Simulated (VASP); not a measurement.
# Nb (Pm-3m) in VASP: notebook

Aim: see how the results for Nb move with the level of theory and the settings. Levels: LDA, PBEsol. Tasks: single point, relaxation of cell and atoms.

Program: VASP 6.6.1. These are calculated values, not measurements. Logs are shortened: lines on timing, memory, paths and dates and some standing lists are left out, and cuts for length are marked.

## (1) The cell of the first run

Symmetry: Pm-3m, No. 221, cubic system. Conventional cell: a = 2.660 Å, b = 2.660 Å, c = 2.660 Å, α = 90.00°, β = 90.00°, γ = 90.00°. Nb (site symmetry m-3m) has 6 Nb at 2.66 Å within 3.5 Å.

## (2) Single point, LDA

INCAR

```
SYSTEM = Nb
ALGO     = Normal         ! electronic algorithm
EDIFF    = 1E-7           ! SCF threshold, eV
ENCUT    = 520            ! plane-wave cutoff, eV
GGA      = CA             ! functional
ISIF     = 2              ! what is computed and relaxed
ISMEAR   = -1             ! smearing method
LASPH    = .TRUE.         ! aspherical terms in the spheres
LCHARG   = .FALSE.        ! write CHGCAR
LREAL    = .FALSE.        ! projectors in reciprocal space
LWAVE    = .FALSE.        ! write WAVECAR
NBANDS   = 12             ! bands
NELM     = 80             ! most SCF steps
PREC     = Accurate       ! precision mode
SIGMA    = 0.05           ! smearing width, eV
```

KPOINTS

```
k-points
0
G
  14 14 14
  0 0 0
```

POSCAR

```
Nb
1.0
    2.6602353944      0.0000000000      0.0000000000
    0.0000000000      2.6602353944      0.0000000000
    0.0000000000      0.0000000000      2.6602353944
Nb
1
Direct
    0.0000000000      0.0000000000      0.0000000000
```

Potentials or basis: VASP PAW LDA potentials, release 64 (Nb_sv).

Started as:

```sh
$ cat potpaw_LDA.64/Nb_sv/POTCAR > POTCAR
$ mpirun -np 1 vasp_std > vasp.out
```

OUTCAR:

```text
SYSTEM = Nb
   EDIFF = 1E-7
   ENCUT = 520
   GGA = CA
   ISIF = 2
   ISMEAR = -1
   LASPH = .TRUE.
   LREAL = .FALSE.
   NELM = 80
   PREC = Accurate

 ion  position               nearest neighbor table
   1  0.000  0.000  0.000-

  LATTYP: Found a simple cubic cell.
 ALAT       =     2.6602353944

  Lattice vectors:

 A1 = (   2.6602353944,   0.0000000000,   0.0000000000)
 A2 = (   0.0000000000,   2.6602353944,   0.0000000000)
 A3 = (   0.0000000000,   0.0000000000,   2.6602353944)

Analysis of symmetry for initial positions (statically):
=====================================================================
 Subroutine PRICEL returns:
 Original cell was already a primitive cell.

 Routine SETGRP: Setting up the symmetry group for a
 simple cubic supercell.

 Subroutine GETGRP returns: Found 48 space group operations
 (whereof 48 operations were pure point group operations)
 out of a pool of 48 trial point group operations.

The static configuration has the point symmetry O_h .

Analysis of symmetry for dynamics (positions and initial velocities):
=====================================================================
 Subroutine PRICEL returns:
 Original cell was already a primitive cell.

 Routine SETGRP: Setting up the symmetry group for a
 simple cubic supercell.

 Subroutine GETGRP returns: Found 48 space group operations
 (whereof 48 operations were pure point group operations)
 out of a pool of 48 trial point group operations.

The dynamic configuration has the point symmetry O_h .

 Subroutine INISYM returns: Found 48 space group operations
 (whereof 48 operations are pure point group operations),
 and found     1 'primitive' translations

----------------------------------------------------------------------------------------

                                     Primitive cell

  volume of cell :      18.8261

  direct lattice vectors                    reciprocal lattice vectors
     2.660235394  0.000000000  0.000000000     0.375906584  0.000000000  0.000000000
     0.000000000  2.660235394  0.000000000     0.000000000  0.375906584  0.000000000
     0.000000000  0.000000000  2.660235394     0.000000000  0.000000000  0.375906584

  length of vectors
     2.660235394  2.660235394  2.660235394     0.375906584  0.375906584  0.375906584

  position of ions in fractional coordinates (direct lattice)
     0.000000000  0.000000000  0.000000000

  ion indices of the primitive-cell ions
   primitive index   ion index
                 1           1

----------------------------------------------------------------------------------------

 KPOINTS: k-points

Automatic generation of k-mesh.
 Grid dimensions read from file:
 generate k-points for:   14   14   14

 Generating k-lattice:

  Cartesian coordinates                     Fractional coordinates (reciprocal lattice)
     0.026850470  0.000000000  0.000000000     0.071428571  0.000000000  0.000000000
     0.000000000  0.026850470  0.000000000     0.000000000  0.071428571  0.000000000
     0.000000000  0.000000000  0.026850470     0.000000000  0.000000000  0.071428571

  Length of vectors
     0.026850470  0.026850470  0.026850470

  Shift w.r.t. Gamma in fractional coordinates (k-lattice)
     0.000000000  0.000000000  0.000000000

 Subroutine IBZKPT returns following result:
 ===========================================

 Found    120 irreducible k-points:

 Following reciprocal coordinates:
            Coordinates               Weight
  0.000000  0.000000  0.000000      1.000000
  0.071429  0.000000  0.000000      6.000000
  0.142857  0.000000  0.000000      6.000000
  0.214286  0.000000  0.000000      6.000000
  0.285714  0.000000  0.000000      6.000000
  0.357143  0.000000  0.000000      6.000000
[... 16 lines left out ...]
  0.285714  0.214286  0.000000     24.000000
  0.357143  0.214286  0.000000     24.000000
 [... further k-points ...]
   k-points           NKPTS =    120   k-points in BZ     NKDIM =    120   number of bands    NBANDS=     12
   number of dos      NEDOS =    301   number of ions     NIONS =      1
   total plane-waves  NPLWV =   8000
   dimension x,y,z NGX =    20 NGY =   20 NGZ =   20
   dimension x,y,z NGXF=    40 NGYF=   40 NGZF=   40
   ions per type =               1
   NGX,Y,Z   is equivalent  to a cutoff of  12.50, 12.50, 12.50 a.u.
   NGXF,Y,Z  is equivalent  to a cutoff of  25.00, 25.00, 25.00 a.u.
 SYSTEM =  Nb
   PREC   = accura    normal or accurate (medium, high low for compatibility)
   ISTART =      0    job   : 0-new  1-cont  2-samecut
   ICHARG =      2    charge: 1-file 2-atom 10-const
   ISPIN  =      1    spin polarized calculation?
   LNONCOLLINEAR =      F non collinear calculations
   LSORBIT =      F    spin-orbit coupling
   LASPH  =      T    aspherical Exc in radial PAW
   ENCUT  =  520.0 eV  38.22 Ry    6.18 a.u.   4.95  4.95  4.95*2*pi/ulx,y,z
   NELM   =     80;   NELMIN=  2; NELMDL= -5     # of ELM steps
   EDIFF  = 0.1E-06   stopping-criterion for ELM
   LREAL  =      F    real-space projection
   EDIFFG = 0.1E-05   stopping-criterion for IOM
   NSW    =      0    number of steps for IOM
   IBRION =     -1    ionic relax: 0-MD 1-quasi-New 2-CG
   NFREE  =      0    steps in history (QN), initial steepest desc. (CG)
   ISIF   =      2    stress and relaxation
   ISYM   =      2    0-nonsym 1-usesym 2-fastsym
   POTIM  = 0.5000    time-step for ionic-motion
   TEBEG  =    0.0;   TEEND  =   0.0 temperature during run
   PSTRESS=    0.0 pullay stress
   NELECT =      13.0000    total number of electrons
   NUPDOWN=      -1.0000    fix difference up-down
   EMIN   =  10.00;   EMAX   =-10.00  energy-range for DOS
   EFERMI =   0.00;   METHOD = LEGACY
   ISMEAR =    -1;   SIGMA  =   0.05  broadening in eV -4-tet -1-fermi 0-gaus
   EFERMI_NEDOS =   21; number of points for ismear=-14 and -15
   IALGO  =     38    algorithm
   IMIX   =      4    mixing-type and parameters
     AMIX     =   0.40;   BMIX     =  1.00
     AMIX_MAG =   1.60;   BMIX_MAG =  1.00
  volume/ion in A,a.u.               =      18.83       127.04
  Fermi-wavevector in a.u.,A,eV,Ry     =   1.447002  2.734438 28.488091  2.093816
  Thomas-Fermi vector in A             =   2.565007
   LORBIT       =      0    0 simple, 1 ext, 2 COOP (PROOUT), +10 PAW based schemes
   GGA     = CA    functional components
   LHFCALC =     F    Hartree Fock is set to
   AEXX    =    0.0000 exact exchange contribution
   IVDW    =     0    specifies the selected vdW correction
   LEPSILON=     F    determine dielectric tensor
   LRPA    =     F    only Hartree local field effects (RPA)
 non-spin polarized calculation
  energy-cutoff  :      520.00
  volume of cell :       18.83
 maximum number of plane-waves:       520
 NGX is ok and might be reduce to    20
   NGX =  9   NGY =  9   NGZ =  9

 number of electron      13.0000001 magnetization

 Free energy of the ion-electron system (eV)
  ---------------------------------------------------
  ext. energy  EPLUGINS =         0.00000000
  ---------------------------------------------------
  free energy    TOTEN  =       -10.24310373 eV

  energy without entropy =      -10.23167527  energy(sigma->0) =      -10.23738950

 E-fermi :  10.5355     XC(G=0): -12.3684

 val. band max:       10.4551605006   @ k =   0.5000   0.0714   0.0000
 cond. band min:      10.5507977301   @ k =   0.5000   0.2143   0.2143
 fundamental gap:      0.0956372295
 Fermi energy:        10.5354569037

 k-point     1 :       0.0000    0.0000    0.0000
  band No.  band energies     occupation
      1     -43.8852      2.00000
      2     -19.1676      2.00000
      3     -19.1676      2.00000
      4     -19.1676      2.00000
      5       4.7613      2.00000
      6       7.4307      2.00000
      7       7.4307      2.00000
      8      15.9586      0.00000
      9      15.9586      0.00000
     10      15.9586      0.00000
     11      25.6237      0.00000
     12      25.6237      0.00000

 k-point     2 :       0.0714    0.0000    0.0000
  band No.  band energies     occupation
      1     -43.8735      2.00000
      2     -19.2632      2.00000
      3     -19.1595      2.00000
      4     -19.1595      2.00000
      5       4.9185      2.00000
      6       7.4729      2.00000
      7       7.6142      2.00000
      8      15.6993      0.00000
      9      15.6993      0.00000
     10      15.9765      0.00000
     11      24.8915      0.00000
     12      25.9622      0.00000

 k-point     3 :       0.1429    0.0000    0.0000
  band No.  band energies     occupation
      1     -43.8407      2.00000
      2     -19.5254      2.00000
      3     -19.1366      2.00000
      4     -19.1366      2.00000
      5       5.3390      2.00000
      6       7.5939      2.00000
      7       8.1641      2.00000
      8      15.0501      0.00000
      9      15.0501      0.00000
     10      16.0271      0.00000
     11      23.3899      0.00000
     12      26.8311      0.00000
[... 286 lines left out ...]
 k-point    23 :       0.2857    0.2143    0.0000
  band No.  band energies     occupation
      1     -43.6486      2.00000
      2     -20.1919      2.00000
      3     -19.7613      2.00000
      4     -19.0047      2.00000
      5       7.3684      2.00000
      6       8.8153      2.00000
      7      10.5676      0.68939
      8      12.6269      0.00000
      9      13.7100      0.00000
     10      14.6613      0.00000
     11      22.0606      0.00000
     12      24.8186      0.00000

 k-point    24 :       0.3571    0.2143    0.0000
  band No.  band energies     occupation
      1     -43.6002      2.00000
      2     -20.5213      2.00000
      3     -19.7196      2.00000
      4     -18.9719      2.00000
      5       7.7820      2.00000
      6       8.7793      2.00000
      7      10.6817      0.10196
      8      13.1471      0.00000
      9      13.4853      0.00000
     10      14.7573      0.00000
     11      21.1200      0.00000
     12      25.6369      0.00000

 [... further k-points ...]
[... 5 lines left out ...]
  --------------------------------------------------------------------------------------
  -------------------------------------------------------------------------------------
  Total       -0.0063862     -0.0063862     -0.0063862      0.0000000      0.0000000     -0.0000000
  in kB       -0.5434887     -0.5434887     -0.5434887      0.0000000      0.0000000     -0.0000000
  external PRESSURE =      -0.5434887 kB  Pullay stress =       0.0000000 kB

 VOLUME and BASIS-vectors are now :
 -----------------------------------------------------------------------------
  energy-cutoff  :      520.00
  volume of cell :       18.83
      direct lattice vectors                 reciprocal lattice vectors
     2.660235394  0.000000000  0.000000000     0.375906584  0.000000000  0.000000000
     0.000000000  2.660235394  0.000000000     0.000000000  0.375906584  0.000000000
     0.000000000  0.000000000  2.660235394     0.000000000  0.000000000  0.375906584

 POSITION                                       TOTAL-FORCE (eV/Angst)
 -----------------------------------------------------------------------------------
      0.00000      0.00000      0.00000         0.000000      0.000000      0.000000
 -----------------------------------------------------------------------------------
    total drift:                               -0.000000      0.000000      0.000000

  FREE ENERGIE OF THE ION-ELECTRON SYSTEM (eV)
  ---------------------------------------------------
  free  energy   TOTEN  =       -10.2431037267 eV

  energy  without entropy=      -10.2316752719  energy(sigma->0) =      -10.23738950
```

Run time: 22 s. Hardware: 1 thread of Intel Xeon Platinum 8175M at 2.50GHz (Skylake/Cascade Lake), shared host; peak memory 0.13 GiB.

Results:

| Quantity | Value |
| --- | --- |
| Free energy | -10.2431 eV |
| Pressure | -0.1 GPa |

## (3) Single point, PBEsol

INCAR

```
SYSTEM = Nb
  PREC = Accurate
  ENCUT = 520
  EDIFF = 1E-6
  ISMEAR = 1
  SIGMA = 0.005
  LREAL = .False.
  LASPH = .True.
  NELM = 80
  ALGO = Normal
  ISIF = 2
  LWAVE = .False.
  LCHARG = .False.
  GGA = PS
  NBANDS = 12
```

KPOINTS

```
regular mesh
0
Gamma
  14 14 14
  0 0 0
```

POSCAR is that of step 2.

Potentials or basis: VASP PAW PBE potentials, release 64 (Nb_sv).

Started as:

```sh
$ cat potpaw_PBE.64/Nb_sv/POTCAR > POTCAR
$ mpirun -np 1 vasp_std > vasp.out
```

Wall time 20 s (1 thread of Intel Xeon Platinum 8175M at 2.50GHz (Skylake/Cascade Lake), shared host); peak memory 0.14 GiB.

It converged, with:

```
Free energy : -9.9124 eV
Pressure    : 3.3 GPa
```

Levels at points of the mesh, in eV from the Fermi level:
| k point | band 5 | band 6 | band 7 | band 8 | band 9 | band 10 |
| --- | --- | --- | --- | --- | --- | --- |
| (0.00, 0.00, 0.00) | -5.85 | -3.14 | -3.14 | 5.42 | 5.42 | 5.42 |
| (0.50, 0.00, 0.00) | -2.67 | -2.17 | 0.56 | 1.84 | 1.84 | 5.79 |
| (0.50, 0.50, 0.00) | -4.57 | -1.18 | 2.59 | 2.59 | 6.07 | 6.07 |
| (0.50, 0.50, 0.50) | -2.87 | -2.87 | -2.87 | 7.23 | 8.09 | 8.09 |

Caveat: the PAW data sets were made with another functional, which shifts forces and pressure a little.

## (4) Relaxation of cell and atoms, LDA

This run uses another cell than the first one, of 18.47 Å³/atom, 0.981 times its volume.

INCAR

```
SYSTEM = Nb
ALGO     = Normal         ! electronic algorithm
EDIFF    = 1E-6           ! SCF threshold, eV
EDIFFG   = -0.005         ! ionic threshold
ENCUT    = 600            ! plane-wave cutoff, eV
GGA      = CA             ! functional
IBRION   = 2              ! ionic algorithm
ISIF     = 3              ! what is computed and relaxed
ISMEAR   = -1             ! smearing method
LASPH    = .True.         ! aspherical terms in the spheres
LCHARG   = .False.        ! write CHGCAR
LREAL    = .False.        ! projectors in reciprocal space
LWAVE    = .False.        ! write WAVECAR
NELM     = 100            ! most SCF steps
NSW      = 60             ! ionic steps
PREC     = Accurate       ! precision mode
SIGMA    = 0.05           ! smearing width, eV
```

KPOINTS

```
k-points
0
Gamma
  14 14 14
  0 0 0
```

POSCAR

```
Nb
1.0
    2.6434665206      0.0000000000      0.0000000000
    0.0000000000      2.6434665206      0.0000000000
    0.0000000000      0.0000000000      2.6434665206
Nb
1
Direct
    0.0000000000      0.0000000000      0.0000000000
```

Potentials or basis: VASP PAW LDA potentials, release 64 (Nb_sv).

Started as:

```sh
$ cat potpaw_LDA.64/Nb_sv/POTCAR > POTCAR
$ mpirun -np 1 vasp_std > vasp.out
```

Wall time 36 s (1 thread of Intel Xeon Platinum 8175M at 2.50GHz (Skylake/Cascade Lake), shared host); peak memory 0.16 GiB.

It converged, with:

- Free energy: -10.2432 eV
- Relaxed volume: 18.83 Å³/atom
- Relaxed cell: a = 2.660 Å, b = 2.660 Å, c = 2.660 Å, α = 90.00°, β = 90.00°, γ = 90.00°
- Space group after relaxing (to 0.05 Å): Pm-3m (No. 221)
- Energy gained by relaxing: 3.2 meV/atom
- Ionic steps: 3
- Pressure after relaxing: 0.0 GPa

The path:
```
step  energy change (eV)  largest force (eV/Å)  pressure (GPa)  volume (Å³)
   1              0.0000                0.0000            2.98        18.47
   2              0.0047                0.0000           -4.28        19.40
   3             -0.0032                0.0000           -0.02        18.83
```

Final structure:
```
CELL_PARAMETERS angstrom
2.66041 0.00000 0.00000
0.00000 2.66041 0.00000
0.00000 0.00000 2.66041
ATOMIC_POSITIONS crystal
Nb 0.00000 0.00000 0.00000
```

Levels at points of the mesh, in eV from the Fermi level:
| k point | band 5 | band 6 | band 7 | band 8 | band 9 | band 10 |
| --- | --- | --- | --- | --- | --- | --- |
| (0.00, 0.00, 0.00) | -5.77 | -3.10 | -3.10 | 5.42 | 5.42 | 5.42 |
| (0.50, 0.00, 0.00) | -2.63 | -2.14 | 0.66 | 1.84 | 1.84 | 5.80 |
| (0.50, 0.50, 0.00) | -4.53 | -1.15 | 2.59 | 2.59 | 6.14 | 6.14 |
| (0.50, 0.50, 0.50) | -2.85 | -2.85 | -2.85 | 7.35 | 8.13 | 8.13 |

[end of part 1 of 2]
